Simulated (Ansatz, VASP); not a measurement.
**FeS2: VASP beside Ansatz**

```xyz
6
Lattice="4.4400 0.0000 0.0000 0.0000 5.3900 0.0000 0.0000 0.0000 3.3700" Properties=species:S:1:pos:R:3 pbc="T T T"
Fe    0.0000    0.0000    0.0000
Fe    2.2200    2.6950    1.6850
S     0.9013    2.0212    0.0000
S     1.3187    4.7162    1.6850
S     3.5387    3.3687    0.0000
S     3.1213    0.6737    1.6850
```

Alike in both runs: task relaxation of cell and atoms; functional PBE; k mesh 6 × 6 × 8; occupations gaussian, width 0.02 eV; no spin polarisation.

```csv
,VASP,Ansatz
version,VASP 6.6.1,Ansatz 0.2.0
potentials or method,"VASP PAW PBE potentials, release 64 (Fe, S), cutoff 600 eV","scalar-relativistic, plane waves, PAW"
valence electrons in the cell,40,56
```

Ansatz gave:

```
gap on the k mesh at the Fermi level, each at its own relaxed structure (eV) : 0.90
relaxed volume (Å³/atom)                                                     : 13.57
relaxed cell length with the largest relative difference (Å)                 : 3.389
```

Which values does VASP return?

gap on the k mesh at the Fermi level, each at its own relaxed structure (eV): 0.88; relaxed volume (Å³/atom): 13.57; relaxed cell length with the largest relative difference (Å): 3.391.

VASP's potentials hold 40 valence electrons a cell and Ansatz's 56, so a difference there can come from the potentials and not from the codes.
